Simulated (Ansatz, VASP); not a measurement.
## Ir in VASP and in Ansatz

The input INCAR:

```
  PREC = Accurate
  ENCUT = 520
  EDIFF = 1E-6
  ISMEAR = 1
  SIGMA = 0.03
  LREAL = False
  LASPH = True
  NELM = 60
  ALGO = Normal
  ISIF = 2
  LWAVE = False
  LCHARG = False
  GGA = CA
  NBANDS = 10
```

File KPOINTS:

```
Automatic mesh
0
Gamma
  14 14 14
```

Contents of POSCAR:

```
Ir
1.0
    0.0000000000      1.9060927672      1.9060927672
    1.9060927672      0.0000000000      1.9060927672
    1.9060927672      1.9060927672      0.0000000000
Ir
1
Direct
    0.0000000000      0.0000000000      0.0000000000
```

Input for Ansatz:

```yaml
crystal:
  lattice:
    - [0.0, 1.9060927672, 1.9060927672]
    - [1.9060927672, 0.0, 1.9060927672]
    - [1.9060927672, 1.9060927672, 0.0]
  atoms:
    - { symbol: Ir, position: [0.0, 0.0, 0.0] }
hamiltonian:
  xc: lda
  pseudopotentials:
    kind: paw
    azcp:
      Ir: "pseudopotentials/Ir.paw.azcp"
basis:
  ecutwfc: 420
  fft_grid_basis: typed
kpoints:
  mp_grid: { grid: [14, 14, 14], shift: [0, 0, 0] }
magnetization:
  spin_polarized: false
scf:
  occupations: { method: cold, width: 0.03 }
  lower_state_search: "off"
output:
  stress: true
  write_density: true
  write_potential: true
  elf: true
  volumetric_format: npy
```

Alike in both runs: task single point; functional LDA; k mesh 14 × 14 × 14; no spin polarisation.

|  | VASP | Ansatz |
| --- | --- | --- |
| version | VASP 6.6.1 | Ansatz 0.2.0 |
| potentials or method | VASP PAW LDA potentials, release 64 (Ir), cutoff 520 eV | plane waves (420 eV) with PAW, scalar-relativistic |
| occupations | methfessel-paxton of order 1, width 0.03 eV | cold, width 0.03 eV |
| valence electrons in the cell | 9 | 17 |

```tsv
	VASP	Ansatz	Ansatz less VASP
pressure (GPa)	2.4	-0.2	-2.61
```

Ansatz warns that its potentials were made for another functional, while VASP's fit it. LDA's correlation is that of Perdew and Zunger in VASP and of Perdew and Wang (1992) in Ansatz. VASP's potentials hold 9 valence electrons a cell and Ansatz's 17, so a difference there can come from the potentials and not from the codes.

Neither program's run includes spin-orbit coupling.
